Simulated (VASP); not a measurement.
A run of VASP 6.6.1 is set up as follows.

The input INCAR:

```
  PREC = Accurate
  ENCUT = 600
  EDIFF = 1E-7
  ISMEAR = 0
  SIGMA = 0.0214
  LREAL = F
  LASPH = T
  NELM = 100
  ALGO = Normal
  ISIF = 3
  LWAVE = F
  LCHARG = F
  GGA = PS
  IBRION = 2
  NSW = 80
  EDIFFG = -0.03
```

File KPOINTS:

```
regular mesh
0
Gamma
  4 4 4
```

File POSCAR:

```
Sb2Rh3Au3
1.0
    2.7270765700      4.7234338000      0.0000000000
   -2.7270765700      4.7234338000      0.0000000000
   -2.7270765700      1.5744749600      6.1203673900
Rh Au Sb
3 3 2
Direct
    0.5000000000      0.0000000000      0.5000000000
    0.0813000000      0.8374000000      0.2439000000
    0.9187000000      0.1626000000      0.7561000000
    0.5000000000      0.5000000000      0.0000000000
    0.0000000000      0.5000000000      0.0000000000
    0.5000000000      0.0000000000      0.0000000000
    0.2471000000      0.5058000000      0.7413000000
    0.7529000000      0.4942000000      0.2587000000
```

Potentials or basis: VASP PAW PBE potentials, release 64 (Rh_pv, Au, Sb).

Command:

```sh
$ cat potpaw_PBE.64/Rh_pv/POTCAR potpaw_PBE.64/Au/POTCAR potpaw_PBE.64/Sb/POTCAR > POTCAR
$ mpirun -np 1 vasp_std > vasp.out
```

(1) Estimate the relaxed cell.

(2) Estimate the space group after relaxing (to 0.1 Å).

(3) What does it give for the relaxed volume?

Results:

(1) a = 5.188 Å, b = 5.188 Å, c = 6.921 Å, α = 67.99°, β = 90.00°, γ = 60.00°.

(2) R-3m (No. 166).

(3) 18.18 Å³/atom.

Caveat: the PAW data sets were made with another functional, which shifts forces and pressure a little.
